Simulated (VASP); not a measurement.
# Ru (Im-3m) in VASP: a series of runs

Runs on Ru. Level: PBE. Tasks: single point.

Program: VASP 6.6.1. These are calculated values, not measurements. Logs are shortened: lines on timing, memory, paths and dates and some standing lists are left out, and cuts for length are marked.

### Step 1. The cell of the first run

Symmetry: Im-3m, No. 229, cubic system. Conventional cell: a = 2.927 Å, b = 2.927 Å, c = 2.927 Å, α = 90.00°, β = 90.00°, γ = 90.00°. Within 3.3 Å of Ru (site symmetry m-3m) lie 14 Ru at 2.54 to 2.93 Å.

### Step 2. Single point, PBE (volume scaled by 0.88)

The input, INCAR:

```
PREC = Accurate
ENCUT = 520
EDIFF = 1E-6
ISMEAR = -1
SIGMA = 0.1
LREAL = False
LASPH = True
NELM = 80
ALGO = Normal
ISIF = 2
LWAVE = False
LCHARG = False
GGA = PE
NBANDS = 13
```

The input, KPOINTS:

```
Automatic mesh
0
Gamma
  16 16 16
```

The input, POSCAR:

```
Ru
1.0
   -1.4636937317      1.4636937317      1.4636937317
    1.4636937317     -1.4636937317      1.4636937317
    1.4636937317      1.4636937317     -1.4636937317
Ru
1
Direct
    0.0000000000      0.0000000000      0.0000000000
```

Potentials or basis: VASP PAW PBE potentials, release 64 (Ru_pv).

Launch:

```bash
$ cat potpaw_PBE.64/Ru_pv/POTCAR > POTCAR
$ mpirun -np 1 vasp_std > vasp.out
```

OUTCAR:

```text
PREC = Accurate
   ENCUT = 520
   EDIFF = 1E-6
   ISMEAR = -1
   LREAL = False
   LASPH = True
   NELM = 80
   ISIF = 2
   GGA = PE

 ion  position               nearest neighbor table
   1  0.000  0.000  0.000-

  LATTYP: Found a body centered cubic cell.
 ALAT       =     2.9273874634

  Lattice vectors:

 A1 = (  -1.4636937317,   1.4636937317,   1.4636937317)
 A2 = (   1.4636937317,  -1.4636937317,   1.4636937317)
 A3 = (   1.4636937317,   1.4636937317,  -1.4636937317)

Analysis of symmetry for initial positions (statically):
=====================================================================
 Subroutine PRICEL returns:
 Original cell was already a primitive cell.

 Routine SETGRP: Setting up the symmetry group for a
 body centered cubic supercell.

 Subroutine GETGRP returns: Found 48 space group operations
[... 9 lines left out ...]

 Routine SETGRP: Setting up the symmetry group for a
 body centered cubic supercell.

 Subroutine GETGRP returns: Found 48 space group operations
[... 11 lines left out ...]
                                     Primitive cell

  volume of cell :      12.5433

  direct lattice vectors                    reciprocal lattice vectors
    -1.463693732  1.463693732  1.463693732     0.000000000  0.341601518  0.341601518
     1.463693732 -1.463693732  1.463693732     0.341601518  0.000000000  0.341601518
     1.463693732  1.463693732 -1.463693732     0.341601518  0.341601518  0.000000000

  length of vectors
     2.535191910  2.535191910  2.535191910     0.483097499  0.483097499  0.483097499

  position of ions in fractional coordinates (direct lattice)
     0.000000000  0.000000000  0.000000000

  ion indices of the primitive-cell ions
   primitive index   ion index
                 1           1

----------------------------------------------------------------------------------------

 KPOINTS: Automatic mesh

Automatic generation of k-mesh.
 Grid dimensions read from file:
 generate k-points for:   16   16   16

 Generating k-lattice:

  Cartesian coordinates                     Fractional coordinates (reciprocal lattice)
     0.000000000  0.021350095  0.021350095     0.062500000  0.000000000  0.000000000
     0.021350095  0.000000000  0.021350095     0.000000000  0.062500000  0.000000000
     0.021350095  0.021350095  0.000000000     0.000000000  0.000000000  0.062500000

  Length of vectors
     0.030193594  0.030193594  0.030193594

  Shift w.r.t. Gamma in fractional coordinates (k-lattice)
     0.000000000  0.000000000  0.000000000

 Subroutine IBZKPT returns following result:
 ===========================================

 Found    145 irreducible k-points:

 Following reciprocal coordinates:
            Coordinates               Weight
  0.000000  0.000000  0.000000      1.000000
  0.062500  0.000000  0.000000     12.000000
  0.125000  0.000000  0.000000     12.000000
  0.187500  0.000000  0.000000     12.000000
  0.250000  0.000000  0.000000     12.000000
  0.312500  0.000000  0.000000     12.000000
[... 16 lines left out ...]
  0.187500  0.187500  0.000000     24.000000
  0.250000  0.187500  0.000000     48.000000
 [... further k-points ...]
   k-points           NKPTS =    145   k-points in BZ     NKDIM =    145   number of bands    NBANDS=     13
   number of dos      NEDOS =    301   number of ions     NIONS =      1
   total plane-waves  NPLWV =   8000
   dimension x,y,z NGX =    20 NGY =   20 NGZ =   20
   dimension x,y,z NGXF=    40 NGYF=   40 NGZF=   40
   ions per type =               1
   NGX,Y,Z   is equivalent  to a cutoff of  13.12, 13.12, 13.12 a.u.
   NGXF,Y,Z  is equivalent  to a cutoff of  26.23, 26.23, 26.23 a.u.
 SYSTEM =  unknown system
   PREC   = accura    normal or accurate (medium, high low for compatibility)
   ISTART =      0    job   : 0-new  1-cont  2-samecut
   ICHARG =      2    charge: 1-file 2-atom 10-const
   ISPIN  =      1    spin polarized calculation?
   LNONCOLLINEAR =      F non collinear calculations
   LSORBIT =      F    spin-orbit coupling
   LASPH  =      T    aspherical Exc in radial PAW
   ENCUT  =  520.0 eV  38.22 Ry    6.18 a.u.   4.71  4.71  4.71*2*pi/ulx,y,z
   NELM   =     80;   NELMIN=  2; NELMDL= -5     # of ELM steps
   EDIFF  = 0.1E-05   stopping-criterion for ELM
   LREAL  =      F    real-space projection
   EDIFFG = 0.1E-04   stopping-criterion for IOM
   NSW    =      0    number of steps for IOM
   IBRION =     -1    ionic relax: 0-MD 1-quasi-New 2-CG
   NFREE  =      0    steps in history (QN), initial steepest desc. (CG)
   ISIF   =      2    stress and relaxation
   ISYM   =      2    0-nonsym 1-usesym 2-fastsym
   POTIM  = 0.5000    time-step for ionic-motion
   TEBEG  =    0.0;   TEEND  =   0.0 temperature during run
   PSTRESS=    0.0 pullay stress
   NELECT =      14.0000    total number of electrons
   NUPDOWN=      -1.0000    fix difference up-down
   EMIN   =  10.00;   EMAX   =-10.00  energy-range for DOS
   EFERMI =   0.00;   METHOD = LEGACY
   ISMEAR =    -1;   SIGMA  =   0.10  broadening in eV -4-tet -1-fermi 0-gaus
   EFERMI_NEDOS =   21; number of points for ismear=-14 and -15
   IALGO  =     38    algorithm
   IMIX   =      4    mixing-type and parameters
     AMIX     =   0.40;   BMIX     =  1.00
     AMIX_MAG =   1.60;   BMIX_MAG =  1.00
  volume/ion in A,a.u.               =      12.54        84.65
  Fermi-wavevector in a.u.,A,eV,Ry     =   1.698168  3.209072 39.236131  2.883774
  Thomas-Fermi vector in A             =   2.778716
   LORBIT       =      0    0 simple, 1 ext, 2 COOP (PROOUT), +10 PAW based schemes
   GGA     = PE    functional components
   LHFCALC =     F    Hartree Fock is set to
   AEXX    =    0.0000 exact exchange contribution
   IVDW    =     0    specifies the selected vdW correction
   LEPSILON=     F    determine dielectric tensor
   LRPA    =     F    only Hartree local field effects (RPA)
 non-spin polarized calculation
  energy-cutoff  :      520.00
  volume of cell :       12.54
 maximum number of plane-waves:       370
   NGX =  9   NGY =  9   NGZ =  9

 number of electron      14.0000006 magnetization

 Free energy of the ion-electron system (eV)
  ---------------------------------------------------
  ext. energy  EPLUGINS =         0.00000000
  ---------------------------------------------------
  free energy    TOTEN  =        -8.41039629 eV

  energy without entropy =       -8.35507808  energy(sigma->0) =       -8.38273719

 E-fermi :  14.5301     XC(G=0): -14.6054

 val. band max:       14.5270294617   @ k =   0.2500   0.2500   0.0625
 cond. band min:      14.5360731428   @ k =   0.3125   0.1875   0.0625
 fundamental gap:      0.0090436810
 Fermi energy:        14.5301077798

 k-point     1 :       0.0000    0.0000    0.0000
  band No.  band energies     occupation
      1     -28.0804      2.00000
      2     -28.0804      2.00000
      3     -28.0804      2.00000
      4       5.8832      2.00000
      5      11.2455      2.00000
      6      11.2455      2.00000
      7      11.2455      2.00000
      8      14.3886      1.60929
      9      14.3886      1.60929
     10      24.9268      0.00000
     11      31.7195      0.00000
     12      31.7195      0.00000
     13      31.7195      0.00000

 k-point     2 :       0.0625    0.0000    0.0000
  band No.  band energies     occupation
      1     -28.1373      2.00000
      2     -28.0982      2.00000
      3     -28.0808      2.00000
      4       6.0756      2.00000
      5      11.1508      2.00000
      6      11.2384      2.00000
      7      11.4170      2.00000
      8      14.2582      1.87631
      9      14.3934      1.59390
     10      24.9267      0.00000
     11      31.8406      0.00000
     12      32.0006      0.00000
     13      32.0283      0.00000

 k-point     3 :       0.1250    0.0000    0.0000
  band No.  band energies     occupation
      1     -28.2974      2.00000
      2     -28.1484      2.00000
      3     -28.0817      2.00000
      4       6.6119      2.00000
      5      10.8904      2.00000
      6      11.2029      2.00000
      7      11.9215      2.00000
      8      13.9842      1.99152
      9      14.4140      1.52302
     10      24.9266      0.00000
     11      32.0799      0.00000
     12      32.6104      0.00000
     13      32.9245      0.00000

 k-point     4 :       0.1875    0.0000    0.0000
  band No.  band energies     occupation
      1     -28.5324      2.00000
      2     -28.2230      2.00000
      3     -28.0831      2.00000
      4       7.3353      2.00000
      5      10.5241      2.00000
      6      11.1772      2.00000
      7      12.7271      2.00000
      8      13.8060      1.99857
      9      14.4638      1.31970
     10      24.9266      0.00000
     11      32.0418      0.00000
     12      32.8739      0.00000
     13      34.3279      0.00000

 k-point     5 :       0.2500    0.0000    0.0000
  band No.  band energies     occupation
      1     -28.8030      2.00000
      2     -28.3100      2.00000
      3     -28.0849      2.00000
      4       7.8862      2.00000
      5      10.1224      2.00000
      6      11.4669      2.00000
      7      13.7752      1.99895
      8      13.8521      1.99773
      9      14.5532      0.88499
     10      24.9264      0.00000
     11      31.3555      0.00000
     12      32.0979      0.00000
     13      36.1249      0.00000
[... 257 lines left out ...]
 k-point    22 :       0.4375    0.1250    0.0000
  band No.  band energies     occupation
      1     -29.4115      2.00000
      2     -28.6019      2.00000
      3     -28.1637      2.00000
      4       7.8917      2.00000
      5       9.3690      2.00000
      6      13.3138      1.99999
      7      14.2898      1.83413
      8      15.7514      0.00001
      9      19.4556      0.00000
     10      24.9229      0.00000
     11      25.9226      0.00000
     12      28.7770      0.00000
     13      33.0294      0.00000

 k-point    23 :       0.1875    0.1875    0.0000
  band No.  band energies     occupation
      1     -29.0379      2.00000
      2     -28.4181      2.00000
      3     -28.1824      2.00000
      4       8.7272      2.00000
      5      10.0572      2.00000
      6      10.7316      2.00000
      7      13.6069      1.99980
      8      14.9763      0.02281
      9      16.2471      0.00000
     10      24.9263      0.00000
     11      30.4984      0.00000
     12      31.3843      0.00000
     13      35.9496      0.00000

 k-point    24 :       0.2500    0.1875    0.0000
  band No.  band energies     occupation
      1     -29.1781      2.00000
      2     -28.5352      2.00000
      3     -28.2009      2.00000
      4       8.7046      2.00000
      5       9.8083      2.00000
      6      11.2962      2.00000
      7      13.8274      1.99823
      8      15.1352      0.00470
      9      17.9064      0.00000
     10      24.9260      0.00000
     11      28.9796      0.00000
     12      30.2853      0.00000
     13      34.3223      0.00000

 [... further k-points ...]

------------------------ aborting loop because EDIFF is reached ----------------------------------------

  FORCE on cell =-STRESS in cart. coord.  units (eV):
  Direction    XX          YY          ZZ          XY          YZ          ZX
  --------------------------------------------------------------------------------------
  -------------------------------------------------------------------------------------
  Total        3.7942571      3.7942571      3.7942571      0.0000000      0.0000000     -0.0000000
  in kB      484.6483189    484.6483189    484.6483189      0.0000000      0.0000000     -0.0000000
  external PRESSURE =     484.6483189 kB  Pullay stress =       0.0000000 kB

 VOLUME and BASIS-vectors are now :
 -----------------------------------------------------------------------------
  energy-cutoff  :      520.00
  volume of cell :       12.54
      direct lattice vectors                 reciprocal lattice vectors
    -1.463693732  1.463693732  1.463693732     0.000000000  0.341601518  0.341601518
     1.463693732 -1.463693732  1.463693732     0.341601518  0.000000000  0.341601518
     1.463693732  1.463693732 -1.463693732     0.341601518  0.341601518  0.000000000

 POSITION                                       TOTAL-FORCE (eV/Angst)
 -----------------------------------------------------------------------------------
      0.00000      0.00000      0.00000         0.000000      0.000000      0.000000
 -----------------------------------------------------------------------------------
    total drift:                                0.000000     -0.000000     -0.000000

  FREE ENERGIE OF THE ION-ELECTRON SYSTEM (eV)
  ---------------------------------------------------
  free  energy   TOTEN  =        -8.4103962944 eV

  energy  without entropy=       -8.3550780833  energy(sigma->0) =       -8.38273719
```

Run time: 25 s. Hardware: 1 thread of Intel Xeon 8259CL, shared host; peak memory 0.14 GiB.

Results:

```yaml
Free_energy: -8.4104 eV
Pressure: 48.5 GPa
Band_gap_on_the_k_mesh: zero (band 7 reaches 16.67 eV, above the bottom of band 8 at 12.54 eV)
```

Levels at points of the mesh, in eV from the Fermi level:
```
           k point  band 4  band 5  band 6  band 7  band 8  band 9  band 10  band 11
(0.00, 0.00, 0.00)   -8.65   -3.28   -3.28   -3.28   -0.14   -0.14    10.40    17.19
(0.50, 0.00, 0.00)   -7.10   -5.34   -0.12    0.44    1.31    2.89    10.39    11.69
(0.50, 0.50, 0.50)   -7.35   -7.35    2.14    2.14    2.14    9.99     9.99     9.99
```

### Step 3. Single point, PBE (volume scaled by 0.92)

The input, INCAR:

```
SYSTEM = Ru
  PREC = Accurate
  ENCUT = 520
  EDIFF = 1E-6
  ISMEAR = -1
  SIGMA = 0.1
  LREAL = .False.
  LASPH = .True.
  NELM = 100
  ALGO = Normal
  ISIF = 2
  LWAVE = .False.
  LCHARG = .True.
  GGA = PE
  LELF = .True.
  LVHAR = .True.
  NBANDS = 13
```

The input, KPOINTS:

```
Automatic mesh
0
Gamma
  16 16 16
  0 0 0
```

The input, POSCAR:

```
Ru
1.0
   -1.4855431280      1.4855431280      1.4855431280
    1.4855431280     -1.4855431280      1.4855431280
    1.4855431280      1.4855431280     -1.4855431280
Ru
1
Direct
    0.0000000000      0.0000000000      0.0000000000
```

Potentials or basis: VASP PAW PBE potentials, release 64 (Ru_pv).

Launch:

```bash
$ cat potpaw_PBE.64/Ru_pv/POTCAR > POTCAR
$ mpirun -np 1 vasp_std > vasp.out
```

Wall time 26 s (1 thread of Intel Xeon 8259CL, shared host); peak memory 0.14 GiB.

It converged, with:

| Item | Value |
| --- | --- |
| Free energy | -8.5462 eV |
| Pressure | 28.4 GPa |
| Band gap on the k mesh | zero (band 7 reaches 15.66 eV, above the bottom of band 8 at 11.80 eV) |

Levels at points of the mesh, in eV from the Fermi level:
```tsv
k point	band 3	band 4	band 5	band 6	band 7	band 8	band 9	band 10	band 11	band 12
(0.00, 0.00, 0.00)	-42.60	-8.38	-3.08	-3.08	-3.08	-0.12	-0.12	10.45	17.18	17.18
(0.50, 0.00, 0.00)	-42.60	-6.71	-5.00	-0.12	0.41	1.24	2.68	10.45	11.06	13.69
(0.50, 0.50, 0.50)	-43.44	-6.88	-6.88	2.00	2.00	2.00	9.70	9.70	9.70	10.45
```

### Step 4. Single point, PBE (volume scaled by 0.96)

The input, INCAR:

```
  PREC = Accurate
  ENCUT = 520
  EDIFF = 1E-7
  ISMEAR = -1
  SIGMA = 0.1
  LREAL = False
  LASPH = True
  NELM = 100
  ALGO = Normal
  ISIF = 2
  LWAVE = False
  LCHARG = False
  GGA = PE
  NBANDS = 13
```

The input, KPOINTS:

```
Automatic mesh
0
Gamma
  16 16 16
```

The input, POSCAR:

```
Ru
1.0
   -1.5067680403      1.5067680403      1.5067680403
    1.5067680403     -1.5067680403      1.5067680403
    1.5067680403      1.5067680403     -1.5067680403
Ru
1
Direct
    0.0000000000      0.0000000000      0.0000000000
```

Launch:

```bash
$ cat potpaw_PBE.64/Ru_pv/POTCAR > POTCAR
$ mpirun -np 1 vasp_std > vasp.out
```

It took 30 s on 1 thread of Intel Xeon 8259CL, shared host; peak memory 0.14 GiB.

The run converged. Its results:

- Free energy: -8.6183 eV
- Pressure: 12.5 GPa
- Band gap on the k mesh: zero (band 7 reaches 14.73 eV, above the bottom of band 8 at 11.12 eV)

Levels at points of the mesh, in eV from the Fermi level:
```tsv
k point	band 5	band 6	band 7	band 8	band 9	band 10
(0.00, 0.00, 0.00)	-2.90	-2.90	-2.90	-0.10	-0.10	10.51
(0.50, 0.00, 0.00)	-4.70	-0.12	0.38	1.20	2.50	10.44
(0.50, 0.50, 0.50)	-6.46	1.87	1.87	1.87	9.44	9.44
```

### Step 5. Summary

```tsv
cell	gap on the mesh (eV)	pressure (GPa)
a = 2.535 Å, angles 109.5°, 1 atom	none	48.5
a = 2.573 Å, angles 109.5°, 1 atom	none	28.4
a = 2.610 Å, angles 109.5°, 1 atom	none	12.5
```

Alike in all rows: task single point; level PBE; potentials or basis VASP PAW PBE potentials, release 64 (Ru_pv); no spin polarisation; k mesh 16 × 16 × 16; cutoff (eV) 520; smearing fermi-dirac 0.1 eV.

Total energies depend on the potentials used, so only differences within one code and one set of settings carry meaning.
